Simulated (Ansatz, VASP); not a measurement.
**Pt: VASP beside Ansatz**

```
Pt
1.0
     2.71070    0.00000    0.00000
    -1.35535    2.34754    0.00000
     0.00000    0.00000    4.66783
Pt
2
Direct
  0.33333 0.66667 0.25000
  0.66667 0.33333 0.75000
```

Alike in both runs: task relaxation of cell and atoms; functional LDA; k mesh 17 × 17 × 9; occupations fermi-dirac, width 0.05 eV; no spin polarisation.

|  | VASP | Ansatz |
| --- | --- | --- |
| version | VASP 6.6.1 | Ansatz 0.2.0 |
| potentials or method | VASP PAW LDA potentials, release 64 (Pt), cutoff 600 eV | all-electron LAPW, scalar-relativistic |

Ansatz gave:

* relaxed volume (Å³/atom): 14.85
* relaxed cell length with the largest relative difference (Å): 2.710

Task: Which values does VASP return?

Result: Relaxed volume (Å³/atom): 14.89; relaxed cell length with the largest relative difference (Å): 2.714.

LDA's correlation is that of Perdew and Zunger in VASP and of Perdew and Wang (1992) in Ansatz. Ansatz ran all-electron here, and VASP with PAW potentials.

Spin-orbit coupling is off throughout.
